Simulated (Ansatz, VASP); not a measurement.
InAs: VASP beside Ansatz

The input INCAR:

```
ALGO     = Normal         # electronic algorithm
EDIFF    = 1E-7           # SCF threshold, eV
ENCUT    = 520            # plane-wave cutoff, eV
GGA      = PE             # functional
ISIF     = 2              # what is computed and relaxed
ISMEAR   = 0              # smearing method
LASPH    = T              # aspherical terms in the spheres
LCHARG   = T              # write CHGCAR
LELF     = T              # ELF
LREAL    = F              # projectors in reciprocal space
LVHAR    = T            
LWAVE    = F              # write WAVECAR
NBANDS   = 16             # bands
NELM     = 100            # most SCF steps
PREC     = Accurate       # precision mode
SIGMA    = 0.15           # smearing width, eV
```

KPOINTS

```
k-points
0
Gamma
  16 16 16
```

The input POSCAR:

```
InAs
1.0
    0.0000000000      3.0005782682      3.1397803528
    3.0005782682      0.0000000000      3.1397803528
    3.0005782682      3.0005782682      0.0000000000
In As
1 1
Direct
    0.0000000000      0.0000000000      0.0000000000
    0.7500000000      0.7500000000      0.7500000000
```

Input for Ansatz:

```yaml
crystal:
  lattice:
    - [0.0, 3.0005782682, 3.1397803528]
    - [3.0005782682, 0.0, 3.1397803528]
    - [3.0005782682, 3.0005782682, 0.0]
  atoms:
    - { symbol: In, position: [0.0, 0.0, 0.0] }
    - { symbol: As, position: [0.75, 0.75, 0.75] }
basis:
  ecutwfc: 420
kpoints:
  mp_grid: { grid: [16, 16, 16] }
hamiltonian:
  xc: pbe
scf:
  occupations: { method: gaussian, width: 0.15 }
output:
  forces: true
  stress: true
  eigenvalues: true
```

Change from the starting cell: strain -0.030 along x and y, +0.015 along z, atoms carried along.

Alike in both runs: task single point; functional PBE; k mesh 16 × 16 × 16; occupations gaussian, width 0.15 eV; no spin polarisation.

|  | VASP | Ansatz |
| --- | --- | --- |
| version | VASP 6.6.1 | Ansatz 0.2.0 |
| potentials or method | VASP PAW PBE potentials, release 64 (In_d, As), cutoff 520 eV | scalar-relativistic, plane waves, PAW |
| valence electrons in the cell | 18 | 28 |

|  | VASP | Ansatz | Ansatz less VASP |
| --- | --- | --- | --- |
| gap on the k mesh at the Fermi level (eV) | none | none | - |
| pressure (GPa) | 2.5 | 2.4 | -0.06 |
| traceless stress, the component that is largest in VASP (GPa) | -1.08 | -1.08 | -0.002 |

A gap of «none» marks a metal or a gap that the smearing closes. VASP's potentials hold 18 valence electrons a cell and Ansatz's 28, so a difference there can come from the potentials and not from the codes.
